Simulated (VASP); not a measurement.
# KCl in VASP: a series of runs

Aim: see how the results for KCl move with the level of theory and the settings. Levels: PBE, r2SCAN. Tasks: single point.

Everything below comes from runs of VASP 6.6.1. Logs are shortened: lines on timing, memory, paths and dates and some standing lists are left out, and cuts for length are marked.

**1. The cell of the first run**

It takes space group R-3m (No. 166, trigonal). The conventional cell has a = 4.536 Å, b = 4.536 Å, c = 10.669 Å, α = 90.00°, β = 90.00°, γ = 120.00°. Within 4.2 Å of K (site symmetry -3m) lie 6 Cl at 3.17 Å. Within 4.2 Å of Cl (site symmetry -3m) lie 6 K at 3.17 Å.

**2. Single point, PBE (epitaxial 111 strain +2.0%)**

INCAR reads:

```
SYSTEM = KCl
PREC = Accurate
ENCUT = 520
EDIFF = 1E-6
ISMEAR = -1
SIGMA = 0.02
LREAL = .False.
LASPH = .True.
NELM = 100
ALGO = Normal
ISIF = 2
LWAVE = .False.
LCHARG = .False.
GGA = PE
NBANDS = 15
```

KPOINTS reads:

```
regular mesh
0
Gamma
  8 8 8
  0 0 0
```

POSCAR reads:

```
KCl
1.0
   -0.0853265229      3.1224187657      3.1224187657
    3.1224187657     -0.0853265229      3.1224187657
    3.1224187657      3.1224187657     -0.0853265229
K Cl
1 1
Direct
    0.0000000000      0.0000000000      0.0000000000
    0.5000000000      0.5000000000      0.5000000000
```

Potentials or basis: VASP PAW PBE potentials, release 64 (K_sv, Cl).

Launch:

```bash
cat potpaw_PBE.64/K_sv/POTCAR potpaw_PBE.64/Cl/POTCAR > POTCAR
mpirun -np 1 vasp_std > vasp.out
```

OUTCAR:

```text
SYSTEM = KCl
   PREC = Accurate
   ENCUT = 520
   EDIFF = 1E-6
   ISMEAR = -1
   LREAL = .False.
   LASPH = .True.
   NELM = 100
   ISIF = 2
   GGA = PE

 ion  position               nearest neighbor table
   1  0.000  0.000  0.000-   2 3.17   2 3.17   2 3.17   2 3.17   2 3.17   2 3.17
   2  0.500  0.500  0.500-   1 3.17   1 3.17   1 3.17   1 3.17   1 3.17   1 3.17

  LATTYP: Found a trigonal (rhomboedric) cell.
 ALAT       =     4.4165912775
 COS(alpha) =     0.4724965180

  Lattice vectors:

 A1 = (  -0.0853265229,   3.1224187657,   3.1224187657)
 A2 = (   3.1224187657,  -0.0853265229,   3.1224187657)
 A3 = (   3.1224187657,   3.1224187657,  -0.0853265229)

Analysis of symmetry for initial positions (statically):
=====================================================================
 Subroutine PRICEL returns:
 Original cell was already a primitive cell.

 Routine SETGRP: Setting up the symmetry group for a
 trigonal (rhombohedral) supercell.

 Subroutine GETGRP returns: Found 12 space group operations
 (whereof 12 operations were pure point group operations)
 out of a pool of 12 trial point group operations.

The static configuration has the point symmetry D_3d.

Analysis of symmetry for dynamics (positions and initial velocities):
=====================================================================
 Subroutine PRICEL returns:
 Original cell was already a primitive cell.

 Routine SETGRP: Setting up the symmetry group for a
 trigonal (rhombohedral) supercell.

 Subroutine GETGRP returns: Found 12 space group operations
 (whereof 12 operations were pure point group operations)
 out of a pool of 12 trial point group operations.

The dynamic configuration has the point symmetry D_3d.

 Subroutine INISYM returns: Found 12 space group operations
 (whereof 12 operations are pure point group operations),
 and found     1 'primitive' translations

----------------------------------------------------------------------------------------

                                     Primitive cell

  volume of cell :      63.3791

  direct lattice vectors                    reciprocal lattice vectors
    -0.085326523  3.122418766  3.122418766    -0.153713450  0.158032000  0.158032000
     3.122418766 -0.085326523  3.122418766     0.158032000 -0.153713450  0.158032000
     3.122418766  3.122418766 -0.085326523     0.158032000  0.158032000 -0.153713450

  length of vectors
     4.416591277  4.416591277  4.416591277     0.271249057  0.271249057  0.271249057

  position of ions in fractional coordinates (direct lattice)
     0.000000000  0.000000000  0.000000000
     0.500000000  0.500000000  0.500000000

  ion indices of the primitive-cell ions
   primitive index   ion index
                 1           1
                 2           2

----------------------------------------------------------------------------------------

 KPOINTS: regular mesh

Automatic generation of k-mesh.
 Grid dimensions read from file:
 generate k-points for:    8    8    8

 Generating k-lattice:

  Cartesian coordinates                     Fractional coordinates (reciprocal lattice)
    -0.019214181  0.019754000  0.019754000     0.125000000 -0.000000000 -0.000000000
     0.019754000 -0.019214181  0.019754000    -0.000000000  0.125000000 -0.000000000
     0.019754000  0.019754000 -0.019214181    -0.000000000 -0.000000000  0.125000000

  Length of vectors
     0.033906132  0.033906132  0.033906132

  Shift w.r.t. Gamma in fractional coordinates (k-lattice)
     0.000000000  0.000000000  0.000000000

 Subroutine IBZKPT returns following result:
 ===========================================

 Found     65 irreducible k-points:

 Following reciprocal coordinates:
            Coordinates               Weight
  0.000000  0.000000  0.000000      1.000000
  0.125000  0.000000 -0.000000      6.000000
  0.250000  0.000000 -0.000000      6.000000
  0.375000  0.000000 -0.000000      6.000000
  0.500000  0.000000 -0.000000      3.000000
  0.125000  0.125000 -0.000000      6.000000
[... 16 lines left out ...]
  0.250000  0.125000  0.125000      6.000000
  0.375000  0.125000  0.125000      6.000000
 [... further k-points ...]
   k-points           NKPTS =     65   k-points in BZ     NKDIM =     65   number of bands    NBANDS=     15
   number of dos      NEDOS =    301   number of ions     NIONS =      2
   total plane-waves  NPLWV =  46656
   dimension x,y,z NGX =    36 NGY =   36 NGZ =   36
   dimension x,y,z NGXF=    72 NGYF=   72 NGZF=   72
   ions per type =               1   1
   NGX,Y,Z   is equivalent  to a cutoff of  13.55, 13.55, 13.55 a.u.
   NGXF,Y,Z  is equivalent  to a cutoff of  27.10, 27.10, 27.10 a.u.
 SYSTEM =  KCl
   PREC   = accura    normal or accurate (medium, high low for compatibility)
   ISTART =      0    job   : 0-new  1-cont  2-samecut
   ICHARG =      2    charge: 1-file 2-atom 10-const
   ISPIN  =      1    spin polarized calculation?
   LNONCOLLINEAR =      F non collinear calculations
   LSORBIT =      F    spin-orbit coupling
   LASPH  =      T    aspherical Exc in radial PAW
   ENCUT  =  520.0 eV  38.22 Ry    6.18 a.u.   8.21  8.21  8.21*2*pi/ulx,y,z
   NELM   =    100;   NELMIN=  2; NELMDL= -5     # of ELM steps
   EDIFF  = 0.1E-05   stopping-criterion for ELM
   LREAL  =      F    real-space projection
   EDIFFG = 0.1E-04   stopping-criterion for IOM
   NSW    =      0    number of steps for IOM
   IBRION =     -1    ionic relax: 0-MD 1-quasi-New 2-CG
   NFREE  =      0    steps in history (QN), initial steepest desc. (CG)
   ISIF   =      2    stress and relaxation
   ISYM   =      2    0-nonsym 1-usesym 2-fastsym
   POTIM  = 0.5000    time-step for ionic-motion
   TEBEG  =    0.0;   TEEND  =   0.0 temperature during run
   PSTRESS=    0.0 pullay stress
   NELECT =      16.0000    total number of electrons
   NUPDOWN=      -1.0000    fix difference up-down
   EMIN   =  10.00;   EMAX   =-10.00  energy-range for DOS
   EFERMI =   0.00;   METHOD = LEGACY
   ISMEAR =    -1;   SIGMA  =   0.02  broadening in eV -4-tet -1-fermi 0-gaus
   EFERMI_NEDOS =   21; number of points for ismear=-14 and -15
   IALGO  =     38    algorithm
   IMIX   =      4    mixing-type and parameters
     AMIX     =   0.40;   BMIX     =  1.00
     AMIX_MAG =   1.60;   BMIX_MAG =  1.00
  volume/ion in A,a.u.               =      31.69       213.85
  Fermi-wavevector in a.u.,A,eV,Ry     =   1.034664  1.955232 14.565450  1.070530
  Thomas-Fermi vector in A             =   2.168970
   LORBIT       =      0    0 simple, 1 ext, 2 COOP (PROOUT), +10 PAW based schemes
   GGA     = PE    functional components
   LHFCALC =     F    Hartree Fock is set to
   AEXX    =    0.0000 exact exchange contribution
   IVDW    =     0    specifies the selected vdW correction
   LEPSILON=     F    determine dielectric tensor
   LRPA    =     F    only Hartree local field effects (RPA)
 non-spin polarized calculation
  energy-cutoff  :      520.00
  volume of cell :       63.38
 maximum number of plane-waves:      1729
 NGX is ok and might be reduce to    36
   NGX = 17   NGY = 17   NGZ = 17

 number of electron      15.9999999 magnetization

 Free energy of the ion-electron system (eV)
  ---------------------------------------------------
  ext. energy  EPLUGINS =         0.00000000
  ---------------------------------------------------
  free energy    TOTEN  =        -6.80565335 eV

  energy without entropy =       -6.80565335  energy(sigma->0) =       -6.80565335

 E-fermi :  -1.3495     XC(G=0):  -7.4701

 val. band max:       -1.8570737268   @ k =   0.0000   0.0000   0.0000
 cond. band min:       3.2153322722   @ k =   0.0000   0.0000   0.0000
 fundamental gap:      5.0724059990
 Fermi energy:        -1.3495373268

 k-point     1 :       0.0000    0.0000    0.0000
  band No.  band energies     occupation
      1     -29.1543      2.00000
      2     -14.0049      2.00000
      3     -12.6166      2.00000
      4     -12.6132      2.00000
      5     -12.6132      2.00000
      6      -1.9287      2.00000
      7      -1.9287      2.00000
      8      -1.8571      2.00000
      9       3.2153      0.00000
     10       6.3506      0.00000
     11       6.3506      0.00000
     12       6.6952      0.00000
     13       7.3371      0.00000
     14       7.3371      0.00000
     15      11.0142      0.00000

 k-point     2 :       0.1250    0.0000   -0.0000
  band No.  band energies     occupation
      1     -29.1530      2.00000
      2     -14.0356      2.00000
      3     -12.6180      2.00000
      4     -12.6139      2.00000
      5     -12.5750      2.00000
      6      -2.1043      2.00000
      7      -1.9755      2.00000
      8      -1.9099      2.00000
      9       3.5784      0.00000
     10       6.2787      0.00000
     11       6.5385      0.00000
     12       6.8548      0.00000
     13       7.5364      0.00000
     14       7.5485      0.00000
     15      11.5496      0.00000

 k-point     3 :       0.2500    0.0000   -0.0000
  band No.  band energies     occupation
      1     -29.1497      2.00000
      2     -14.1040      2.00000
      3     -12.6222      2.00000
      4     -12.6155      2.00000
      5     -12.4879      2.00000
      6      -2.4850      2.00000
      7      -2.0846      2.00000
      8      -2.0185      2.00000
      9       4.4442      0.00000
     10       6.2073      0.00000
     11       7.0718      0.00000
     12       7.3771      0.00000
     13       8.0871      0.00000
     14       8.1327      0.00000
     15      11.5313      0.00000

 k-point     4 :       0.3750    0.0000   -0.0000
  band No.  band energies     occupation
      1     -29.1464      2.00000
      2     -14.1660      2.00000
      3     -12.6263      2.00000
      4     -12.6172      2.00000
      5     -12.4066      2.00000
      6      -2.8119      2.00000
      7      -2.1888      2.00000
      8      -2.1206      2.00000
      9       5.3051      0.00000
     10       6.3739      0.00000
     11       7.8465      0.00000
     12       8.1541      0.00000
     13       8.8227      0.00000
     14       8.9239      0.00000
     15      10.4697      0.00000
[... 307 lines left out ...]
 k-point    22 :       0.1250    0.1250    0.1250
  band No.  band energies     occupation
      1     -29.1527      2.00000
      2     -14.0311      2.00000
      3     -12.6149      2.00000
      4     -12.6149      2.00000
      5     -12.5834      2.00000
      6      -2.0495      2.00000
      7      -1.9824      2.00000
      8      -1.9824      2.00000
      9       3.5993      0.00000
     10       6.5104      0.00000
     11       6.5554      0.00000
     12       6.5554      0.00000
     13       7.5423      0.00000
     14       7.5423      0.00000
     15      11.6724      0.00000

 k-point    23 :       0.2500    0.1250    0.1250
  band No.  band energies     occupation
      1     -29.1506      2.00000
      2     -14.0649      2.00000
      3     -12.6297      2.00000
      4     -12.6118      2.00000
      5     -12.5349      2.00000
      6      -2.3189      2.00000
      7      -2.0651      2.00000
      8      -1.9865      2.00000
      9       4.1152      0.00000
     10       6.1664      0.00000
     11       6.7364      0.00000
     12       7.2430      0.00000
     13       7.7247      0.00000
     14       7.9946      0.00000
     15      12.1943      0.00000

 k-point    24 :       0.3750    0.1250    0.1250
  band No.  band energies     occupation
      1     -29.1473      2.00000
      2     -14.1145      2.00000
      3     -12.6416      2.00000
      4     -12.6135      2.00000
      5     -12.4681      2.00000
      6      -2.6315      2.00000
      7      -2.1677      2.00000
      8      -2.0736      2.00000
      9       4.9817      0.00000
     10       6.0818      0.00000
     11       7.2626      0.00000
     12       8.0240      0.00000
     13       8.1717      0.00000
     14       8.7136      0.00000
     15      10.8161      0.00000

 [... further k-points ...]
[... 5 lines left out ...]
  --------------------------------------------------------------------------------------
  -------------------------------------------------------------------------------------
  Total        0.1732289      0.1732289      0.1732289      0.0632992      0.0632992      0.0632992
  in kB        4.3791015      4.3791015      4.3791015      1.6001572      1.6001572      1.6001572
  external PRESSURE =       4.3791015 kB  Pullay stress =       0.0000000 kB

 VOLUME and BASIS-vectors are now :
 -----------------------------------------------------------------------------
  energy-cutoff  :      520.00
  volume of cell :       63.38
      direct lattice vectors                 reciprocal lattice vectors
    -0.085326523  3.122418766  3.122418766    -0.153713450  0.158032000  0.158032000
     3.122418766 -0.085326523  3.122418766     0.158032000 -0.153713450  0.158032000
     3.122418766  3.122418766 -0.085326523     0.158032000  0.158032000 -0.153713450

 POSITION                                       TOTAL-FORCE (eV/Angst)
 -----------------------------------------------------------------------------------
      0.00000      0.00000      0.00000         0.000000      0.000000      0.000000
      3.07976      3.07976      3.07976        -0.000000      0.000000     -0.000000
 -----------------------------------------------------------------------------------
    total drift:                                0.000000      0.000000      0.000000

  FREE ENERGIE OF THE ION-ELECTRON SYSTEM (eV)
  ---------------------------------------------------
  free  energy   TOTEN  =        -6.8056533514 eV

  energy  without entropy=       -6.8056533514  energy(sigma->0) =       -6.80565335
```

Wall time 54 s (1 thread of Intel Xeon Platinum 8375C at 2.90GHz (Ice Lake), shared host); peak memory 0.23 GiB.

Results:

| Item | Value |
| --- | --- |
| Free energy | -6.8057 eV |
| Pressure | 0.4 GPa |
| Band gap on the k mesh | 5.07 eV, direct |

Levels at points of the mesh, in eV from the valence-band top:
```
           k point  band 5  band 6  band 7  band 8  band 9  band 10  band 11  band 12
(0.00, 0.00, 0.00)  -10.76   -0.07   -0.07    0.00    5.07     8.21     8.21     8.55
(0.50, 0.00, 0.00)  -10.52   -1.08   -0.37   -0.30    7.49     8.43    10.25    10.54
(0.50, 0.50, 0.00)  -10.81   -0.70   -0.30   -0.23    6.49     8.21     9.92    10.14
(0.50, 0.50, 0.50)  -10.55   -1.06   -0.42   -0.42    7.49     8.60    10.50    10.50
```

Caveat: the cell differs from its parent crystal (epitaxial 111 strain +2.0%). A k mesh can miss the band edges.

**3. Single point, PBE (shear xy strain +4.0%)**

INCAR reads:

```
SYSTEM = KCl
ALGO = Normal ; EDIFF = 1E-7
ENCUT = 520 ; GGA = PE
ISIF = 2 ; ISMEAR = -1
LASPH = .True. ; LCHARG = .False.
LREAL = .False. ; LWAVE = .False.
NBANDS = 15 ; NELM = 60
PREC = Accurate ; SIGMA = 0.02
```

KPOINTS reads:

```
k-points
0
Gamma
  8 8 8
  0 0 0
```

POSCAR reads:

```
KCl
1.0
    0.0628969664      3.1448483221      3.1448483221
    3.1448483221      0.0628969664      3.1448483221
    3.2077452885      3.2077452885      0.0000000000
K Cl
1 1
Direct
    0.0000000000      0.0000000000      0.0000000000
    0.5000000000      0.5000000000      0.5000000000
```

Potentials or basis: VASP PAW PBE potentials, release 64 (K_sv, Cl).

Launch:

```bash
cat potpaw_PBE.64/K_sv/POTCAR potpaw_PBE.64/Cl/POTCAR > POTCAR
mpirun -np 1 vasp_std > vasp.out
```

It took 81 s on 1 thread of Intel Xeon Platinum 8375C at 2.90GHz (Ice Lake), shared host; peak memory 0.25 GiB.

Results (log left out):

| Quantity | Value |
| --- | --- |
| Free energy | -6.8013 eV |
| Pressure | 0.8 GPa |
| Band gap on the k mesh | 5.15 eV, direct |

Stress tensor (GPa, compression positive):
```
 0.81 -0.25  0.00
-0.25  0.81  0.00
 0.00  0.00  0.80
```

Levels at points of the mesh, in eV from the valence-band top:
| k point | band 4 | band 5 | band 6 | band 7 | band 8 | band 9 | band 10 | band 11 | band 12 | band 13 |
| --- | --- | --- | --- | --- | --- | --- | --- | --- | --- | --- |
| (0.00, 0.00, 0.00) | -10.70 | -10.70 | -0.08 | -0.04 | 0.00 | 5.15 | 8.18 | 8.34 | 8.51 | 9.22 |
| (0.50, 0.00, 0.00) | -10.71 | -10.47 | -1.09 | -0.42 | -0.37 | 7.55 | 8.62 | 10.43 | 10.64 | 11.21 |
| (0.50, 0.50, 0.00) | -10.76 | -10.75 | -0.70 | -0.31 | -0.21 | 6.49 | 8.32 | 10.04 | 10.21 | 10.59 |
| (0.00, 0.00, 0.50) | -10.71 | -10.44 | -1.10 | -0.36 | -0.31 | 7.56 | 8.49 | 10.35 | 10.56 | 11.33 |
| (0.50, 0.00, 0.50) | -10.76 | -10.75 | -0.70 | -0.27 | -0.26 | 6.49 | 8.31 | 10.04 | 10.19 | 10.57 |

Caveat: the cell differs from its parent crystal (shear xy strain +4.0%). A k mesh can miss the band edges.

(Continued in part 2 of 2.)
